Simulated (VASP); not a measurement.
Wanted: the native input for a VASP 6.6.1 run.

```yaml
Task: single point
Functional: PBEsol
Potentials_or_basis: VASP PAW PBE potentials, release 64 (Hf_pv, N, F)
Cutoff: 520 eV
k_mesh: 9 × 9 × 1
Occupations: gaussian, width 0.1 eV
Spin: no spin polarisation
Dipole_correction: yes
Further_INCAR_settings: ALGO = Normal; EDIFF = 1e-07; NBANDS = 44
```

The structure of Hf4N4F lies in POSCAR:

```
Hf4N4F
1.0
    3.1830776025      0.0000000000      0.0000000000
    0.0000000000      3.1830776025      0.0000000000
    0.0000000000      0.0000000000     25.7523272733
Hf N F
4 4 1
Direct
    0.5000000000      0.5000000000      0.3300672560
    0.0000000000      0.0000000000      0.4174681241
    0.5000000000      0.5000000000      0.5047187382
    0.0000000000      0.0000000000      0.5887746983
    0.0000000000      0.0000000000      0.3300672560
    0.5000000000      0.5000000000      0.4174681241
    0.0000000000      0.0000000000      0.5058135832
    0.5000000000      0.5000000000      0.5949915594
    1.0000000000      1.0000000000      0.6406504358
```

The input as run:

INCAR

```
SYSTEM = Hf4N4F
PREC = Accurate
ENCUT = 520
EDIFF = 1E-7
ISMEAR = 0
SIGMA = 0.1
LREAL = .FALSE.
LASPH = .TRUE.
NELM = 100
ALGO = Normal
ISIF = 2
LWAVE = .FALSE.
LCHARG = .TRUE.
LDIPOL = .TRUE.
IDIPOL = 3
DIPOL = 0.5 0.5 0.481
GGA = PS
LELF = .TRUE.
LVHAR = .TRUE.
LVACPOTAV = .TRUE.
NBANDS = 44
```

KPOINTS

```
regular mesh
0
G
  9 9 1
  0 0 0
```

Potentials or basis: VASP PAW PBE potentials, release 64 (Hf_pv, N, F).

Run with:

```bash
$ cat potpaw_PBE.64/Hf_pv/POTCAR potpaw_PBE.64/N/POTCAR potpaw_PBE.64/F/POTCAR > POTCAR
$ mpirun -np 1 vasp_std > vasp.out
```

Results of the run:

* Largest force: 83.092 eV/Å
* Band gap on the k mesh: zero (an odd number of electrons rules out a gap without spin polarisation)

Caveat: atoms lie so close that the PAW spheres overlap strongly, which falsifies energies and pressures; the PAW data sets were made with another functional, which shifts forces and pressure a little; spin-orbit coupling is left out, which moves the levels of the heavy elements; an odd number of electrons without spin polarisation forces a metal; a magnetic or distorted state may lie lower.

Run time: 19 min on 1 thread of Intel Xeon 8259CL, on a shared host, peak memory 0.42 GiB.
